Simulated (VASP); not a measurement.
# Al2Cu (I4/mcm) in VASP: further runs

Runs on Al2Cu. Level: PBEsol. Tasks: single point.

All numbers are computed with VASP 6.6.1; they aren't measurements. Logs are shortened: lines on timing, memory, paths and dates and some standing lists are left out, and cuts for length are marked.

**1. The cell of the first run**

Symmetry: I4/mcm, No. 140, tetragonal system. Conventional cell: a = 5.813 Å, b = 5.813 Å, c = 4.779 Å, α = 90.00°, β = 90.00°, γ = 90.00°. Within 3.3 Å of Al (site symmetry m2m) lie 4 Cu at 2.49 Å and 11 Al at 2.62 to 3.09 Å. Cu (site symmetry 422) has 2 Cu at 2.39 Å and 8 Al at 2.49 Å within 3.2 Å.

**2. Single point, PBEsol**

Input file INCAR:

```
SYSTEM = Al2Cu
  PREC = Accurate
  ENCUT = 520
  EDIFF = 1E-6
  ISMEAR = 0
  SIGMA = 0.15
  LREAL = .False.
  LASPH = .True.
  NELM = 60
  ALGO = Fast
  ISIF = 2
  LWAVE = .False.
  LCHARG = .False.
  GGA = PS
  NBANDS = 26
```

Input file KPOINTS:

```
Automatic mesh
0
Gamma
  10 10 10
  0 0 0
```

Input file POSCAR:

```
Al2Cu
1.0
   -2.9066000000      2.9066000000      2.3896500000
    2.9066000000     -2.9066000000      2.3896500000
    2.9066000000      2.9066000000     -2.3896500000
Al Cu
4 2
Direct
    0.1593210787      0.6593210787      0.8186421574
    0.6593210787      0.8406789213      0.5000000000
    0.8406789213      0.3406789213      0.1813578426
    0.3406789213      0.1593210787      0.5000000000
    0.7500000000      0.7500000000      0.0000000000
    0.2500000000      0.2500000000      0.0000000000
```

Potentials or basis: VASP PAW PBE potentials, release 64 (Al, Cu).

Launch:

```
$ cat potpaw_PBE.64/Al/POTCAR potpaw_PBE.64/Cu/POTCAR > POTCAR
$ mpirun -np 1 vasp_std > vasp.out
```

OUTCAR:

```text
SYSTEM = Al2Cu
   PREC = Accurate
   ENCUT = 520
   EDIFF = 1E-6
   ISMEAR = 0
   LREAL = .False.
   LASPH = .True.
   NELM = 60
   ISIF = 2
   GGA = PS

 ion  position               nearest neighbor table
   1  0.159  0.659  0.819-   5 2.49   6 2.49   5 2.49   6 2.49   3 2.62   3 2.82   3 2.82   4 3.02
                             2 3.02   2 3.02   4 3.02   4 3.09   2 3.09   2 3.09   4 3.09
   2  0.659  0.841  0.500-   6 2.49   5 2.49   5 2.49   6 2.49   4 2.62   4 2.82   4 2.82   3 3.02
                             1 3.02   1 3.02   3 3.02   1 3.09   3 3.09   1 3.09   3 3.09
   3  0.841  0.341  0.181-   5 2.49   6 2.49   5 2.49   6 2.49   1 2.62   1 2.82   1 2.82   2 3.02
                             4 3.02   4 3.02   2 3.02   4 3.09   2 3.09   4 3.09   2 3.09
   4  0.341  0.159  0.500-   5 2.49   6 2.49   6 2.49   5 2.49   2 2.62   2 2.82   2 2.82   3 3.02
                             1 3.02   1 3.02   3 3.02   1 3.09   3 3.09   3 3.09   1 3.09
   5  0.750  0.750  0.000-   6 2.39   6 2.39   4 2.49   2 2.49   4 2.49   2 2.49   1 2.49   3 2.49
                             3 2.49   1 2.49
   6  0.250  0.250  0.000-   5 2.39   5 2.39   2 2.49   4 2.49   2 2.49   4 2.49   3 2.49   1 2.49
                             1 2.49   3 2.49

  LATTYP: Found a body centered tetragonal cell.
 ALAT       =     5.8132000000
 C/A-ratio  =     0.8221461501

  Lattice vectors:

 A1 = (  -2.9066000000,   2.9066000000,   2.3896500000)
 A2 = (   2.9066000000,  -2.9066000000,   2.3896500000)
 A3 = (   2.9066000000,   2.9066000000,  -2.3896500000)

Analysis of symmetry for initial positions (statically):
=====================================================================
 Subroutine PRICEL returns:
 Original cell was already a primitive cell.

 Routine SETGRP: Setting up the symmetry group for a
 body centered tetragonal supercell.

 Subroutine GETGRP returns: Found 16 space group operations
 (whereof  8 operations were pure point group operations)
 out of a pool of 16 trial point group operations.

The static configuration has the point symmetry C_4h.
 The point group associated with its full space group is D_4h.

Analysis of symmetry for dynamics (positions and initial velocities):
=====================================================================
 Subroutine PRICEL returns:
 Original cell was already a primitive cell.

 Routine SETGRP: Setting up the symmetry group for a
 body centered tetragonal supercell.

 Subroutine GETGRP returns: Found 16 space group operations
 (whereof  8 operations were pure point group operations)
 out of a pool of 16 trial point group operations.

The dynamic configuration has the point symmetry C_4h.
 The point group associated with its full space group is D_4h.

 Subroutine INISYM returns: Found 16 space group operations
 (whereof  8 operations are pure point group operations),
 and found     1 'primitive' translations

----------------------------------------------------------------------------------------

                                     Primitive cell

  volume of cell :      80.7541

  direct lattice vectors                    reciprocal lattice vectors
    -2.906600000  2.906600000  2.389650000     0.000000000  0.172022294  0.209235662
     2.906600000 -2.906600000  2.389650000     0.172022294  0.000000000  0.209235662
     2.906600000  2.906600000 -2.389650000     0.172022294  0.172022294  0.000000000

  length of vectors
     4.754689710  4.754689710  4.754689710     0.270871246  0.270871246  0.243276261

  position of ions in fractional coordinates (direct lattice)
     0.159321079  0.659321079  0.818642157
     0.659321079  0.840678921  0.500000000
     0.840678921  0.340678921  0.181357843
     0.340678921  0.159321079  0.500000000
     0.750000000  0.750000000  0.000000000
     0.250000000  0.250000000  0.000000000

  ion indices of the primitive-cell ions
   primitive index   ion index
                 1           1
                 2           2
                 3           3
                 4           4
                 5           5
                 6           6

----------------------------------------------------------------------------------------

 KPOINTS: Automatic mesh

Automatic generation of k-mesh.
 Grid dimensions read from file:
 generate k-points for:   10   10   10

 Generating k-lattice:

  Cartesian coordinates                     Fractional coordinates (reciprocal lattice)
     0.000000000  0.017202229  0.020923566     0.100000000  0.000000000 -0.000000000
     0.017202229  0.000000000  0.020923566     0.000000000  0.100000000 -0.000000000
     0.017202229  0.017202229  0.000000000     0.000000000  0.000000000  0.100000000

  Length of vectors
     0.027087125  0.027087125  0.024327626

  Shift w.r.t. Gamma in fractional coordinates (k-lattice)
     0.000000000  0.000000000  0.000000000

 Subroutine IBZKPT returns following result:
 ===========================================

 Found    102 irreducible k-points:

 Following reciprocal coordinates:
            Coordinates               Weight
  0.000000  0.000000  0.000000      1.000000
  0.100000  0.000000  0.000000      8.000000
  0.200000  0.000000  0.000000      8.000000
  0.300000  0.000000 -0.000000      8.000000
  0.400000  0.000000  0.000000      8.000000
  0.500000  0.000000 -0.000000      4.000000
[... 16 lines left out ...]
  0.300000  0.300000 -0.000000      8.000000
  0.400000  0.300000  0.000000     16.000000
 [... further k-points ...]
   k-points           NKPTS =    102   k-points in BZ     NKDIM =    102   number of bands    NBANDS=     26
   number of dos      NEDOS =    301   number of ions     NIONS =      6
   total plane-waves  NPLWV =  46656
   dimension x,y,z NGX =    36 NGY =   36 NGZ =   36
   dimension x,y,z NGXF=    72 NGYF=   72 NGZF=   72
   ions per type =               4   2
   NGX,Y,Z   is equivalent  to a cutoff of  12.59, 12.59, 12.59 a.u.
   NGXF,Y,Z  is equivalent  to a cutoff of  25.17, 25.17, 25.17 a.u.
 SYSTEM =  Al2Cu
   PREC   = accura    normal or accurate (medium, high low for compatibility)
   ISTART =      0    job   : 0-new  1-cont  2-samecut
   ICHARG =      2    charge: 1-file 2-atom 10-const
   ISPIN  =      1    spin polarized calculation?
   LNONCOLLINEAR =      F non collinear calculations
   LSORBIT =      F    spin-orbit coupling
   LASPH  =      T    aspherical Exc in radial PAW
   ENCUT  =  520.0 eV  38.22 Ry    6.18 a.u.   8.84  8.84  8.84*2*pi/ulx,y,z
   NELM   =     60;   NELMIN=  2; NELMDL= -5     # of ELM steps
   EDIFF  = 0.1E-05   stopping-criterion for ELM
   LREAL  =      F    real-space projection
   EDIFFG = 0.1E-04   stopping-criterion for IOM
   NSW    =      0    number of steps for IOM
   IBRION =     -1    ionic relax: 0-MD 1-quasi-New 2-CG
   NFREE  =      0    steps in history (QN), initial steepest desc. (CG)
   ISIF   =      2    stress and relaxation
   ISYM   =      2    0-nonsym 1-usesym 2-fastsym
   POTIM  = 0.5000    time-step for ionic-motion
   TEBEG  =    0.0;   TEEND  =   0.0 temperature during run
   PSTRESS=    0.0 pullay stress
   NELECT =      34.0000    total number of electrons
   NUPDOWN=      -1.0000    fix difference up-down
   EMIN   =  10.00;   EMAX   =-10.00  energy-range for DOS
   EFERMI =   0.00;   METHOD = LEGACY
   ISMEAR =     0;   SIGMA  =   0.15  broadening in eV -4-tet -1-fermi 0-gaus
   EFERMI_NEDOS =   21; number of points for ismear=-14 and -15
   IALGO  =     68    algorithm
   IMIX   =      4    mixing-type and parameters
     AMIX     =   0.40;   BMIX     =  1.00
     AMIX_MAG =   1.60;   BMIX_MAG =  1.00
  volume/ion in A,a.u.               =      13.46        90.83
  Fermi-wavevector in a.u.,A,eV,Ry     =   1.227005  2.318702 20.484120  1.505540
  Thomas-Fermi vector in A             =   2.361984
   LORBIT       =      0    0 simple, 1 ext, 2 COOP (PROOUT), +10 PAW based schemes
   GGA     = PS    functional components
   LHFCALC =     F    Hartree Fock is set to
   AEXX    =    0.0000 exact exchange contribution
   IVDW    =     0    specifies the selected vdW correction
   LEPSILON=     F    determine dielectric tensor
   LRPA    =     F    only Hartree local field effects (RPA)
 non-spin polarized calculation
 RMM-DIIS sequential band-by-band and
 Gauss-broadening in eV      SIGMA  =   0.15
  energy-cutoff  :      520.00
  volume of cell :       80.75
 maximum number of plane-waves:      2208
   NGX = 17   NGY = 17   NGZ = 17

 number of electron      34.0000010 magnetization

 Free energy of the ion-electron system (eV)
  ---------------------------------------------------
  ext. energy  EPLUGINS =         0.00000000
  ---------------------------------------------------
  free energy    TOTEN  =       -25.84262182 eV

  energy without entropy =      -25.82462612  energy(sigma->0) =      -25.83362397

 E-fermi :   9.0433     XC(G=0): -11.3865

 val. band max:        9.0408988085   @ k =   0.3000   0.3000   0.2000
 cond. band min:       9.0451276830   @ k =   0.3000   0.1000   0.1000
 fundamental gap:      0.0042288744
 Fermi energy:         9.0432894348

 k-point     1 :       0.0000    0.0000    0.0000
  band No.  band energies     occupation
      1      -2.4397      2.00000
      2       3.2688      2.00000
      3       3.3979      2.00000
      4       3.3979      2.00000
      5       3.4715      2.00000
      6       4.4400      2.00000
[... 18 lines left out ...]
     25      14.9198      0.00000
     26      15.5578      0.00000

 k-point     2 :       0.1000    0.0000    0.0000
  band No.  band energies     occupation
      1      -2.3289      2.00000
      2       3.2631      2.00000
      3       3.3754      2.00000
      4       3.3957      2.00000
      5       3.4983      2.00000
      6       4.4227      2.00000
[... 18 lines left out ...]
     25      15.0447      0.00000
     26      15.8657      0.00000

 k-point     3 :       0.2000    0.0000    0.0000
  band No.  band energies     occupation
      1      -1.9978      2.00000
      2       3.1884      2.00000
      3       3.2524      2.00000
      4       3.3881      2.00000
      5       3.5710      2.00000
      6       4.3191      2.00000
[... 18 lines left out ...]
     25      15.4252      0.00000
     26      16.0204      0.00000

 k-point     4 :       0.3000    0.0000   -0.0000
  band No.  band energies     occupation
      1      -1.4509      2.00000
      2       2.4554      2.00000
      3       3.2489      2.00000
      4       3.3712      2.00000
      5       3.6626      2.00000
      6       4.1999      2.00000
[... 18 lines left out ...]
     25      15.9075      0.00000
     26      16.3241      0.00000

 k-point     5 :       0.4000    0.0000    0.0000
  band No.  band energies     occupation
      1      -0.6971      2.00000
      2       1.3401      2.00000
      3       3.2655      2.00000
      4       3.3410      2.00000
      5       3.7417      2.00000
      6       4.0150      2.00000
[... 18 lines left out ...]
     25      15.5777      0.00000
     26      16.1058      0.00000

 k-point     6 :       0.5000    0.0000   -0.0000
  band No.  band energies     occupation
      1       0.2466      2.00000
      2       0.2466      2.00000
      3       3.3010      2.00000
      4       3.3010      2.00000
      5       3.8413      2.00000
      6       3.8413      2.00000
[... 427 lines left out ...]
 k-point    21 :      -0.3000    0.2000    0.0000
  band No.  band energies     occupation
      1      -1.7988      2.00000
      2       2.2141      2.00000
      3       3.2348      2.00000
      4       3.5221      2.00000
      5       3.5398      2.00000
      6       4.2060      2.00000
[... 18 lines left out ...]
     25      13.6926      0.00000
     26      17.8302      0.00000

 k-point    22 :      -0.2000    0.2000    0.0000
  band No.  band energies     occupation
      1      -2.0848      2.00000
      2       2.5939      2.00000
      3       3.3213      2.00000
      4       3.4755      2.00000
      5       3.5085      2.00000
      6       4.2868      2.00000
[... 18 lines left out ...]
     25      13.1531      0.00000
     26      18.4140      0.00000

 k-point    23 :       0.3000    0.3000   -0.0000
  band No.  band energies     occupation
      1       0.6296      2.00000
      2       0.9922      2.00000
      3       1.0918      2.00000
      4       3.2204      2.00000
      5       4.0575      2.00000
      6       4.0597      2.00000
[... 18 lines left out ...]
     25      15.6200      0.00000
     26      16.3700      0.00000

 k-point    24 :       0.4000    0.3000    0.0000
  band No.  band energies     occupation
      1       0.0800      2.00000
      2       0.9172      2.00000
      3       1.6550      2.00000
      4       3.3033      2.00000
      5       3.8595      2.00000
      6       4.0066      2.00000
[... 18 lines left out ...]
     25      16.6009      0.00000
     26      16.7628      0.00000

 [... further k-points ...]

------------------------ aborting loop because EDIFF is reached ----------------------------------------

  FORCE on cell =-STRESS in cart. coord.  units (eV):
  Direction    XX          YY          ZZ          XY          YZ          ZX
  --------------------------------------------------------------------------------------
  -------------------------------------------------------------------------------------
  Total        5.1221062      5.1221062      3.3817775      0.0000000      0.0000000      0.0000000
  in kB      101.6235438    101.6235438     67.0950967      0.0000000      0.0000000      0.0000000
  external PRESSURE =      90.1140614 kB  Pullay stress =       0.0000000 kB

 VOLUME and BASIS-vectors are now :
 -----------------------------------------------------------------------------
  energy-cutoff  :      520.00
  volume of cell :       80.75
      direct lattice vectors                 reciprocal lattice vectors
    -2.906600000  2.906600000  2.389650000     0.000000000  0.172022294  0.209235662
     2.906600000 -2.906600000  2.389650000     0.172022294  0.000000000  0.209235662
     2.906600000  2.906600000 -2.389650000     0.172022294  0.172022294  0.000000000

 POSITION                                       TOTAL-FORCE (eV/Angst)
 -----------------------------------------------------------------------------------
      3.83277      0.92617      0.00000         0.006004      0.006004     -0.000000
      1.98043      0.92617      2.38965        -0.006004      0.006004     -0.000000
     -0.92617      1.98043      2.38965        -0.006004     -0.006004      0.000000
      0.92617      1.98043      0.00000         0.006004     -0.006004     -0.000000
      0.00000      0.00000      3.58448        -0.000000     -0.000000     -0.000000
      0.00000      0.00000      1.19483        -0.000000     -0.000000     -0.000000
 -----------------------------------------------------------------------------------
    total drift:                                0.000000      0.000000      0.000000

  FREE ENERGIE OF THE ION-ELECTRON SYSTEM (eV)
  ---------------------------------------------------
  free  energy   TOTEN  =       -25.8426218202 eV

  energy  without entropy=      -25.8246261170  energy(sigma->0) =      -25.83362397
```

Run time: 5.5 min. Hardware: 1 thread of Intel Xeon 8259CL, shared host; peak memory 0.33 GiB.

Results:

* Free energy: -25.8426 eV
* Pressure: 9.0 GPa
* Largest force: 0.008 eV/Å
* Band gap on the k mesh: zero (bands 17 and 18 overlap by 4.42 eV)

Forces in eV/Å, atoms in the order of the input:
```
Al   0.006  0.006  0.000
Al  -0.006  0.006  0.000
Al  -0.006 -0.006  0.000
Al   0.006 -0.006  0.000
Cu   0.000  0.000  0.000
Cu   0.000  0.000  0.000
```

Caveat: the cell stands under pressure; the PAW data sets were made with another functional, which shifts forces and pressure a little.

(Continued in part 2 of 2.)
